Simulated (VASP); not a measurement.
# Y (P6_3/mmc) in VASP: notebook, part 3 of 3

VASP 6.6.1. The steps go on from the part before.

## Step 6: Single point, PBE (strain -0.050 along x and y, -0.025 along z)

Contents of INCAR:

```
SYSTEM = Y
  PREC = Accurate
  ENCUT = 520
  EDIFF = 1E-6
  ISMEAR = 0
  SIGMA = 0.15
  LREAL = .FALSE.
  LASPH = .TRUE.
  NELM = 100
  ALGO = Fast
  ISIF = 2
  LWAVE = .FALSE.
  LCHARG = .TRUE.
  GGA = PE
  LELF = .TRUE.
  LVHAR = .TRUE.
  NBANDS = 18
```

Contents of KPOINTS:

```
Automatic mesh
0
G
  18 18 8
  0 0 0
```

Contents of POSCAR:

```
Y
1.0
    3.4689242752      0.0000000000      0.0000000000
   -1.7344621376      3.0041765462      0.0000000000
    0.0000000000      0.0000000000      5.6037150000
Y
2
Direct
    0.3333333333      0.6666666667      0.2500000000
    0.6666666667      0.3333333333      0.7500000000
```

Potentials or basis: VASP PAW PBE potentials, release 64 (Y_sv).

Launch:

```console
cat potpaw_PBE.64/Y_sv/POTCAR > POTCAR
mpirun -np 1 vasp_std > vasp.out
```

OUTCAR:

```text
SYSTEM = Y
   PREC = Accurate
   ENCUT = 520
   EDIFF = 1E-6
   ISMEAR = 0
   LREAL = .FALSE.
   LASPH = .TRUE.
   NELM = 100
   ISIF = 2
   GGA = PE

 ion  position               nearest neighbor table
   1  0.333  0.667  0.250-   2 3.44   2 3.44   2 3.44   2 3.44   2 3.44   2 3.44
   2  0.667  0.333  0.750-   1 3.44   1 3.44   1 3.44   1 3.44   1 3.44   1 3.44

  LATTYP: Found a hexagonal cell.
 ALAT       =     3.4689242752
 C/A-ratio  =     1.6154042451

  Lattice vectors:

 A1 = (   3.4689242752,   0.0000000000,   0.0000000000)
 A2 = (  -1.7344621376,   3.0041765462,   0.0000000000)
 A3 = (   0.0000000000,   0.0000000000,   5.6037150000)

Analysis of symmetry for initial positions (statically):
=====================================================================
 Subroutine PRICEL returns:
 Original cell was already a primitive cell.

 Routine SETGRP: Setting up the symmetry group for a
 hexagonal supercell.

 Subroutine GETGRP returns: Found 24 space group operations
[... 156 lines left out ...]
 NGX is ok and might be reduce to    28
   NGX = 13   NGY = 13   NGZ = 21

 number of electron      22.0000002 magnetization

 Free energy of the ion-electron system (eV)
  ---------------------------------------------------
  ext. energy  EPLUGINS =         0.00000000
  ---------------------------------------------------
  free energy    TOTEN  =       -12.76382087 eV

  energy without entropy =      -12.72177154  energy(sigma->0) =      -12.74279620

 E-fermi :   3.6156     XC(G=0):  -9.8903

 val. band max:        3.6155007733   @ k =   0.4444   0.0556   0.1250
 cond. band min:       3.6225520721   @ k =   0.3889  -0.0000   0.5000
 fundamental gap:      0.0070512988
 Fermi energy:         3.6156290882

 k-point     1 :       0.0000    0.0000    0.0000
  band No.  band energies     occupation
      1     -38.8079      2.00000
      2     -38.6996      2.00000
      3     -19.2212      2.00000
      4     -18.5216      2.00000
      5     -18.5216      2.00000
      6     -18.4123      2.00000
[... 481 lines left out ...]
      5     -18.8599      2.00000
      6     -18.7324      2.00000
[... 10 lines left out ...]
     17       9.1291      0.00000
     18       9.4661      0.00000

 [... further k-points ...]
[... 5 lines left out ...]
  --------------------------------------------------------------------------------------
  -------------------------------------------------------------------------------------
  Total        2.2384570      2.2384570      1.4711898      0.0000000      0.0000000      0.0000000
  in kB       61.4133849     61.4133849     40.3629578      0.0000000      0.0000000      0.0000000
  external PRESSURE =      54.3965759 kB  Pullay stress =       0.0000000 kB

 VOLUME and BASIS-vectors are now :
 -----------------------------------------------------------------------------
  energy-cutoff  :      520.00
  volume of cell :       58.40
      direct lattice vectors                 reciprocal lattice vectors
     3.468924275  0.000000000  0.000000000     0.288273805  0.166434959  0.000000000
    -1.734462138  3.004176546  0.000000000     0.000000000  0.332869918  0.000000000
     0.000000000  0.000000000  5.603715000     0.000000000  0.000000000  0.178453044

 POSITION                                       TOTAL-FORCE (eV/Angst)
 -----------------------------------------------------------------------------------
     -0.00000      2.00278      1.40093         0.000000     -0.000000      0.000000
      1.73446      1.00139      4.20279        -0.000000      0.000000      0.000000
 -----------------------------------------------------------------------------------
    total drift:                                0.000000     -0.000000      0.000000

  FREE ENERGIE OF THE ION-ELECTRON SYSTEM (eV)
  ---------------------------------------------------
  free  energy   TOTEN  =       -12.7638208659 eV

  energy  without entropy=      -12.7217715374  energy(sigma->0) =      -12.74279620
```

OSZICAR:

```text
N       E                     dE             d eps       ncg     rms          rms(c)
DAV:   1     0.906384224214E+02    0.90638E+02   -0.11369E+04  6660   0.117E+03
DAV:   2    -0.564419403425E+01   -0.96283E+02   -0.94610E+02  8326   0.263E+02
DAV:   3    -0.128324099652E+02   -0.71882E+01   -0.71094E+01 11274   0.436E+01
DAV:   4    -0.130555355899E+02   -0.22313E+00   -0.22287E+00  8208   0.751E+00
DAV:   5    -0.130603782187E+02   -0.48426E-02   -0.48410E-02  9268   0.899E-01    0.350E+01
RMM:   6    -0.127952370272E+02    0.26514E+00   -0.34622E-01  7187   0.343E+00    0.217E+01
RMM:   7    -0.127766025757E+02    0.18634E-01   -0.87512E-01  8870   0.534E+00    0.190E+00
RMM:   8    -0.127613757108E+02    0.15227E-01   -0.11308E-01  7769   0.209E+00    0.840E-01
RMM:   9    -0.127635311591E+02   -0.21554E-02   -0.25501E-02 10584   0.704E-01    0.439E-01
RMM:  10    -0.127664798157E+02   -0.29487E-02   -0.11453E-02 11813   0.405E-01    0.185E+00
RMM:  11    -0.127636688151E+02    0.28110E-02   -0.55859E-03  8836   0.639E-01    0.129E-01
RMM:  12    -0.127638177257E+02   -0.14891E-03   -0.72231E-04 10889   0.178E-01    0.265E-01
RMM:  13    -0.127638277804E+02   -0.10055E-04   -0.27462E-04 11920   0.762E-02    0.188E-01
RMM:  14    -0.127638134501E+02    0.14330E-04   -0.14401E-04 10908   0.871E-02    0.291E-02
RMM:  15    -0.127638184699E+02   -0.50198E-05   -0.48718E-05 11065   0.271E-02    0.694E-03
RMM:  16    -0.127638201437E+02   -0.16738E-05   -0.17412E-05  9270   0.148E-02    0.101E-02
RMM:  17    -0.127638208659E+02   -0.72225E-06   -0.68426E-06  7955   0.104E-02
   1 F= -.12763821E+02 E0= -.12742796E+02  d E =-.420493E-01
```

stdout:

```text
POSCAR found type information on POSCAR Y
 POSCAR found :  1 types and       2 ions
 scaLAPACK will be used
 LDA part: xc-table for (Slater+PW92), standard interpolation
 POSCAR, INCAR and KPOINTS ok, starting setup
 FFT: planning ... GRIDC
 FFT: planning ... GRID_SOFT
 FFT: planning ... GRID
 WAVECAR not read
 entering main loop
WARNING in EDDRMM: call to ZHEGV failed, returncode =   6  3      9
```

Run time: 3.8 min. Hardware: 1 thread of Intel Xeon Platinum 8488C (Sapphire Rapids), shared host; peak memory 0.32 GiB.

What came out:

| Property | Result |
| --- | --- |
| Free energy | -12.7638 eV |
| Pressure | 5.4 GPa |
| Band gap on the k mesh | zero (band 11 reaches 4.68 eV, above the bottom of band 12 at 3.19 eV) |

Caveat: the cell differs from its parent crystal (strain -0.050 along x and y, -0.025 along z).

## Step 7: Overview

| cell | further INCAR settings | gap on the mesh (eV) | pressure (GPa) |
| --- | --- | --- | --- |
| a = 3.743, b = 3.743, c = 5.747 Å, angles 90.0, 90.0, 120.0°, 2 atoms | ALGO = Fast; EDIFF = 1e-07; NBANDS = 18 | none | -2.3 |
| a = 3.834, b = 3.834, c = 5.604 Å, angles 90.0, 90.0, 120.0°, 2 atoms | ALGO = Fast; EDIFF = 1e-06; NBANDS = 18 | none | -3.0 |
| a = 3.743, b = 3.743, c = 5.891 Å, angles 90.0, 90.0, 120.0°, 2 atoms | ALGO = Fast; EDIFF = 1e-07; NBANDS = 18 | none | -3.0 |
| a = 3.469, b = 3.469, c = 5.460 Å, angles 90.0, 90.0, 120.0°, 2 atoms | ALGO = Fast; EDIFF = 1e-07; NBANDS = 18 | none | 7.0 |
| a = 3.469, b = 3.469, c = 5.604 Å, angles 90.0, 90.0, 120.0°, 2 atoms | ALGO = Fast; EDIFF = 1e-06; NBANDS = 18 | none | 5.4 |

Alike in all rows: task single point; level PBE; potentials or basis VASP PAW PBE potentials, release 64 (Y_sv); no spin polarisation; k mesh 18 × 18 × 8; cutoff (eV) 520; smearing gaussian 0.15 eV.

Total energies depend on the potentials used, so only differences within one code and one set of settings carry meaning.
